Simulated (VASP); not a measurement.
Wanted: the native input for a VASP 6.6.1 run.

- Task: single point
- Functional: r2SCAN
- Potentials or basis: VASP PAW PBE potentials, release 64 (Bi_d)
- Cutoff: 550 eV
- k mesh: 6 × 6 × 6
- Occupations: fermi-dirac, width 0.1 eV
- Spin: no spin polarisation
- Dipole correction: no
- Further INCAR settings: ALGO = Normal; EDIFF = 1e-06; NBANDS = 14

Bi:

```xyz
1
Lattice="-1.9837 1.9837 1.9837 1.9837 -1.9837 1.9837 1.9837 1.9837 -1.9837" Properties=species:S:1:pos:R:3 pbc="T T T"
Bi    0.0000    0.0000    0.0000
```

One way to write it, as run:

POSCAR

```
Bi
1.0
   -1.9836869804      1.9836869804      1.9836869804
    1.9836869804     -1.9836869804      1.9836869804
    1.9836869804      1.9836869804     -1.9836869804
Bi
1
Direct
    0.0000000000      0.0000000000      0.0000000000
```

INCAR.step1

```
SYSTEM = Bi
PREC     = Accurate       ! precision mode
ENCUT    = 550            ! plane-wave cutoff, eV
ISMEAR   = -1             ! smearing method
SIGMA    = 0.1            ! smearing width, eV
LREAL    = .FALSE.        ! projectors in reciprocal space
LASPH    = .TRUE.         ! aspherical terms in the spheres
NELM     = 120            ! most SCF steps
NBANDS   = 14             ! bands
GGA      = PE             ! functional
ALGO     = Normal         ! electronic algorithm
EDIFF    = 1E-5           ! SCF threshold, eV
LWAVE    = .TRUE.         ! write WAVECAR
LCHARG   = .FALSE.        ! write CHGCAR
GGA_COMPAT= .FALSE.
```

INCAR.step2

```
SYSTEM = Bi
PREC     = Accurate       ! precision mode
ENCUT    = 550            ! plane-wave cutoff, eV
EDIFF    = 1E-6           ! SCF threshold, eV
ISMEAR   = -1             ! smearing method
SIGMA    = 0.1            ! smearing width, eV
LREAL    = .FALSE.        ! projectors in reciprocal space
LASPH    = .TRUE.         ! aspherical terms in the spheres
NELM     = 120            ! most SCF steps
ALGO     = Normal         ! electronic algorithm
ISIF     = 2              ! what is computed and relaxed
LWAVE    = .FALSE.        ! write WAVECAR
LCHARG   = .FALSE.        ! write CHGCAR
METAGGA  = R2SCAN         ! meta-GGA
LMIXTAU  = .TRUE.       
NBANDS   = 14             ! bands
ISTART   = 1            
GGA_COMPAT= .FALSE.
```

KPOINTS

```
regular mesh
0
G
  6 6 6
  0 0 0
```

Potentials or basis: VASP PAW PBE potentials, release 64 (Bi_d).

Launch:

```console
$ cat potpaw_PBE.64/Bi_d/POTCAR > POTCAR
$ cp INCAR.step1 INCAR
$ mpirun -np 1 vasp_std > vasp.out
$ cp INCAR.step2 INCAR
$ mpirun -np 1 vasp_std > vasp.out
```

It gave:

* Pressure: 0.1 GPa

Caveat: the k points lie up to 0.37 Å⁻¹ apart; the PAW data sets were made with another functional, which shifts forces and pressure a little.

It took 67 s on 1 thread of Intel Xeon 8259CL, with other jobs on the host, peak memory 0.16 GiB.
